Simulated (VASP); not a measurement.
# BN (P6_3mc) in VASP: further runs

BN is run at these levels: PBEsol; tasks: vibrations by perturbation theory, elastic constants.

Everything below comes from runs of VASP 6.6.1. Logs are shortened: lines on timing, memory, paths and dates and some standing lists are left out, and cuts for length are marked.

## (1) The cell of the first run

The structure is hexagonal, space group P6_3mc (No. 186). Conventional cell: a = 2.475 Å, b = 2.475 Å, c = 4.096 Å, α = 90.00°, β = 90.00°, γ = 120.00°. B (site symmetry 3m) has 4 N at 1.52 to 1.53 Å within 2.0 Å. N (site symmetry 3m) has 4 B at 1.52 to 1.53 Å within 2.0 Å.

## (2) Vibrations by perturbation theory, PBEsol

INCAR

```
SYSTEM = BN
PREC     = Accurate       ! precision mode
ENCUT    = 520            ! plane-wave cutoff, eV
EDIFF    = 1E-8           ! SCF threshold, eV
ISMEAR   = 0              ! smearing method
SIGMA    = 0.01           ! smearing width, eV
LREAL    = .False.        ! projectors in reciprocal space
LASPH    = .True.         ! aspherical terms in the spheres
NELM     = 80             ! most SCF steps
ALGO     = Normal         ! electronic algorithm
ISIF     = 2              ! what is computed and relaxed
LWAVE    = .False.        ! write WAVECAR
LCHARG   = .True.         ! write CHGCAR
GGA      = PS             ! functional
IBRION   = 8              ! ionic algorithm
NSW      = 1              ! ionic steps
LEPSILON = .True.         ! dielectric tensor by DFPT
```

KPOINTS

```
Automatic mesh
0
Gamma
  12 12 6
  0 0 0
```

POSCAR

```
BN
1.0
    2.4746362855      0.0000000000      0.0000000000
   -1.2373181427      2.1430978883      0.0000000000
    0.0000000000      0.0000000000      4.0964963808
B N
2 2
Direct
    0.6666666667      0.3333333333      0.9994351503
    0.3333333333      0.6666666667      0.4994351503
    0.6666666667      0.3333333333      0.6255648497
    0.3333333333      0.6666666667      0.1255648497
```

Potentials or basis: VASP PAW PBE potentials, release 64 (B, N).

Command:

```sh
$ cat potpaw_PBE.64/B/POTCAR potpaw_PBE.64/N/POTCAR > POTCAR
$ mpirun -np 1 vasp_std > vasp.out
```

OUTCAR:

```text
SYSTEM = BN
   PREC = Accurate
   ENCUT = 520
   EDIFF = 1E-8
   ISMEAR = 0
   LREAL = .False.
   LASPH = .True.
   NELM = 80
   ISIF = 2
   GGA = PS
   IBRION = 8
   NSW = 1
   LEPSILON = .True.

 ion  position               nearest neighbor table
   1  0.667  0.333  0.999-   4 1.52   4 1.52   4 1.52   3 1.53
   2  0.333  0.667  0.499-   3 1.52   3 1.52   3 1.52   4 1.53
   3  0.667  0.333  0.626-   2 1.52   2 1.52   2 1.52   1 1.53
   4  0.333  0.667  0.126-   1 1.52   1 1.52   1 1.52   2 1.53

  LATTYP: Found a hexagonal cell.
 ALAT       =     2.4746362855
 C/A-ratio  =     1.6553933218

  Lattice vectors:

 A1 = (   2.4746362855,   0.0000000000,   0.0000000000)
 A2 = (  -1.2373181427,   2.1430978883,   0.0000000000)
 A3 = (   0.0000000000,   0.0000000000,   4.0964963808)

Analysis of symmetry for initial positions (statically):
=====================================================================
 Subroutine PRICEL returns:
 Original cell was already a primitive cell.

 Routine SETGRP: Setting up the symmetry group for a
 hexagonal supercell.

 Subroutine GETGRP returns: Found 12 space group operations
 (whereof  6 operations were pure point group operations)
 out of a pool of 24 trial point group operations.

The static configuration has the point symmetry C_3v.
 The point group associated with its full space group is C_6v.

Analysis of symmetry for dynamics (positions and initial velocities):
=====================================================================
 Subroutine PRICEL returns:
 Original cell was already a primitive cell.

 Routine SETGRP: Setting up the symmetry group for a
 hexagonal supercell.

 Subroutine GETGRP returns: Found 12 space group operations
 (whereof  6 operations were pure point group operations)
 out of a pool of 24 trial point group operations.

The dynamic configuration has the point symmetry C_3v.
 The point group associated with its full space group is C_6v.

 Subroutine INISYM returns: Found 12 space group operations
 (whereof  6 operations are pure point group operations),
 and found     1 'primitive' translations

----------------------------------------------------------------------------------------

                                     Primitive cell

  volume of cell :      21.7253

  direct lattice vectors                    reciprocal lattice vectors
     2.474636285  0.000000000  0.000000000     0.404099789  0.233307122  0.000000000
    -1.237318143  2.143097888  0.000000000     0.000000000  0.466614244  0.000000000
     0.000000000  0.000000000  4.096496381     0.000000000  0.000000000  0.244111042

  length of vectors
     2.474636285  2.474636285  4.096496381     0.466614244  0.466614244  0.244111042

  position of ions in fractional coordinates (direct lattice)
     0.666666667  0.333333333  0.999435150
     0.333333333  0.666666667  0.499435150
     0.666666667  0.333333333  0.625564850
     0.333333333  0.666666667  0.125564850

  ion indices of the primitive-cell ions
   primitive index   ion index
                 1           1
                 2           2
                 3           3
                 4           4
[... 548 lines left out ...]
    -0.00000 -0.50174  0.00000
     0.00000 -0.00000  1.03530

[... ionic steps 4 to 9 ...]

--------------------------------------- Ionic step       10  -------------------------------------------

------------------------ aborting loop because EDIFF is reached ----------------------------------------

[... ionic steps 11 to 11 ...]

--------------------------------------- Ionic step       12  -------------------------------------------

 Free energy of the ion-electron system (eV)
  ---------------------------------------------------
  ---------------------------------------------------
  free energy    TOTEN  =        -0.26183372 eV

  energy without entropy =       -0.26183372

------------------------ aborting loop because EDIFF is reached ----------------------------------------

 INTERNAL STRAIN TENSOR  FOR ION    3  DIRECTION 3   (eV/Angst):
 -----------------------------------------------------------------------------
    -4.17804 -0.00000 -0.00000
    -0.00000 -4.17804  0.00000
     0.00000 -0.00000  6.00708

 MACROSCOPIC STATIC DIELECTRIC TENSOR (including local field effects in DFT)
 ------------------------------------------------------
           4.527704     0.000000     0.000000
           0.000000     4.527704    -0.000000
           0.000000     0.000000     4.676480
 ------------------------------------------------------

 PIEZOELECTRIC TENSOR (including local field effects)  for field in x, y, z        (e  Angst)
          XX          YY          ZZ          XY          YZ          ZX
  --------------------------------------------------------------------------------
  x     0.00000     0.00000     0.00000    -0.00000    -0.00000    -0.85211
  y    -0.00000     0.00000     0.00000     0.00000    -0.85211    -0.00000
  z    -0.68035    -0.68035     1.40386    -0.00000     0.00000     0.00000

 PIEZOELECTRIC TENSOR (including local field effects)  for field in x, y, z        (C/m^2)
          XX          YY          ZZ          XY          YZ          ZX
  --------------------------------------------------------------------------------
  x     0.00000     0.00000     0.00000    -0.00000    -0.00000    -0.62840
  y    -0.00000     0.00000     0.00000     0.00000    -0.62840    -0.00000
  z    -0.50174    -0.50174     1.03530    -0.00000     0.00000     0.00000

 BORN EFFECTIVE CHARGES (including local field effects) (in |e|, cummulative output)
 ---------------------------------------------------------------------------------
 ion    1
    1     1.79679     0.00000     0.00000
    2     0.00000     1.79679     0.00000
    3     0.00000     0.00000     1.89088
 ion    2
    1     1.79679     0.00000    -0.00000
    2     0.00000     1.79679     0.00000
    3    -0.00000     0.00000     1.89088
 ion    3
    1    -1.79679    -0.00000     0.00000
    2    -0.00000    -1.79679     0.00000
    3     0.00000    -0.00000    -1.89088
 ion    4
    1    -1.79679    -0.00000    -0.00000
    2    -0.00000    -1.79679    -0.00000
    3     0.00000     0.00000    -1.89088

 INTERNAL STRAIN TENSOR FOR ION    4 for displacements in x,y,z  (eV/Angst):
          X           Y           Z          XY          YZ          ZX
  --------------------------------------------------------------------------------
  x    -0.00000     0.00000     0.00000    -8.80622    -0.00000    -5.51513
  y    -8.80622     8.80622     0.00000     0.00000    -5.63158    -0.00000
  z    -4.17804    -4.17804     6.00708    -0.00000     0.00000     0.00000

 SECOND DERIVATIVES (NOT SYMMETRIZED)
 ------------------------------------
               1X          1Y          1Z          2X          2Y          2Z          3X          3Y          3Z          4X          4Y          4Z
  1X   -30.708583   -0.000000    0.000000    0.273466    0.000000    0.000000    4.762787    0.000000   -0.000000   25.672331    0.000000    0.000000
  1Y    -0.000000  -30.708583    0.000000    0.000000    0.273466    0.000000    0.000000    4.762787   -0.000000    0.000000   25.672331    0.000000
  1Z     0.000000    0.000000  -41.869179    0.000000   -0.000000   12.832425   -0.000000    0.000000   13.199388   -0.000000   -0.000000   15.837366
  2X     0.273466    0.000000    0.000000  -30.708583   -0.000000    0.000000   25.672331    0.000000   -0.000000    4.762787    0.000000    0.000000
  2Y     0.000000    0.273466    0.000000   -0.000000  -30.708583    0.000000    0.000000   25.672331    0.000000    0.000000    4.762787    0.000000
  2Z    -0.000000    0.000000   12.832425   -0.000000   -0.000000  -41.869179    0.000000    0.000000   15.837366    0.000000    0.000000   13.199388
  3X     4.754443    0.000000    0.000000   25.669600    0.000000   -0.000000  -30.892877   -0.000000   -0.000000    0.468834    0.000000   -0.000000
  3Y     0.000000    4.754443    0.000000    0.000000   25.669600    0.000000   -0.000000  -30.892877    0.000000    0.000000    0.468834    0.000000
  3Z     0.000000    0.000000   13.127364    0.000000    0.000000   15.912200    0.000000    0.000000  -44.969822   -0.000000    0.000000   15.930257
  4X    25.669600    0.000000    0.000000    4.754443    0.000000   -0.000000    0.468834    0.000000    0.000000  -30.892877   -0.000000    0.000000
  4Y     0.000000   25.669600   -0.000000    0.000000    4.754443    0.000000    0.000000    0.468834   -0.000000   -0.000000  -30.892877   -0.000000
  4Z    -0.000000    0.000000   15.912200   -0.000000    0.000000   13.127364    0.000000    0.000000   15.930257    0.000000    0.000000  -44.969822

 Eigenvectors and eigenvalues of the dynamical matrix
 ----------------------------------------------------

   1 f  =   35.383266 THz   222.319615 2PiTHz 1180.258699 cm-1   146.333363 meV
             X         Y         Z           dx          dy          dz
      1.237318  0.714366  4.094182     0.000000    0.000000    0.680006
     -0.000000  1.428732  2.045934     0.000000    0.000000   -0.680006
      1.237318  0.714366  2.562624    -0.000000   -0.000000    0.193885
     -0.000000  1.428732  0.514376    -0.000000   -0.000000   -0.193885
[... 71 lines left out ...]
  12 f/i=    0.003150 THz     0.019793 2PiTHz    0.105079 cm-1     0.013028 meV
             X         Y         Z           dx          dy          dz
      1.237318  0.714366  4.094182     0.115735   -0.452127   -0.000000
     -0.000000  1.428732  2.045934     0.115735   -0.452127   -0.000000
      1.237318  0.714366  2.562624     0.131731   -0.514620   -0.000000
     -0.000000  1.428732  0.514376     0.131731   -0.514620   -0.000000

--------------------------------------------------------------------------------------------------------

 MACROSCOPIC STATIC DIELECTRIC TENSOR IONIC CONTRIBUTION
 ------------------------------------------------------
           1.767384     0.000000     0.000000
           0.000000     1.767384     0.000000
           0.000000     0.000000     2.051107
 ------------------------------------------------------

 ELASTIC MODULI CONTR FROM IONIC RELAXATION (kBar)
 Direction    XX          YY          ZZ          XY          YZ          ZX
 --------------------------------------------------------------------------------
 XX        -456.4816    278.2051    128.2752     -0.0000      0.0000      0.0000
 YY         278.2051   -456.4816    128.2752     -0.0000     -0.0000     -0.0000
 ZZ         128.2752    128.2752   -184.5957      0.0000      0.0000      0.0000
 XY          -0.0000     -0.0000      0.0000   -367.3433     -0.0000      0.0000
 YZ          -0.0000     -0.0000      0.0000     -0.0000   -153.3787     -0.0000
 ZX           0.0000     -0.0000      0.0000      0.0000     -0.0000   -141.4679
 --------------------------------------------------------------------------------

 PIEZOELECTRIC TENSOR IONIC CONTR  for field in x, y, z        (C/m^2)
          XX          YY          ZZ          XY          YZ          ZX
  --------------------------------------------------------------------------------
  x    -0.00000     0.00000    -0.00000    -0.00000     0.00000     0.47051
  y    -0.00000     0.00000    -0.00000     0.00000     0.48991     0.00000
  z     0.40234     0.40234    -0.57900     0.00000     0.00000     0.00000
```

Wall time 4.6 min (1 thread of AMD EPYC 9R45 (Zen 5), shared host); peak memory 0.34 GiB.

Results:

- Electronic dielectric tensor (diagonal): 4.53, 4.53, 4.68
- Born charges (mean of the diagonal): B +1.83; N -1.83 e
- Highest phonon frequency at Γ, LO-TO splitting left out: 1180 cm⁻¹

Phonon frequencies in cm⁻¹ (negative: imaginary):
| q point | frequencies |
| --- | --- |
| (0.000, 0.000, 0.000) | 0 0 0 474 474 1079 1079 1080 1138 1165 1165 1180 |

Electronic dielectric tensor:
```
4.53 0.00 0.00
0.00 4.53 0.00
0.00 0.00 4.68
```

Born effective charge tensors (e):
atom 1, B
```
1.80 0.00 0.00
0.00 1.80 0.00
0.00 0.00 1.89
```
atom 2, B
```
1.80 0.00 0.00
0.00 1.80 0.00
0.00 0.00 1.89
```
atom 3, N
```
-1.80  0.00  0.00
 0.00 -1.80  0.00
 0.00  0.00 -1.89
```
atom 4, N
```
-1.80  0.00  0.00
 0.00 -1.80  0.00
 0.00  0.00 -1.89
```

Caveat: the cell wasn't relaxed at this level first, which shifts response properties.

(Part 1 of 2 ends here.)
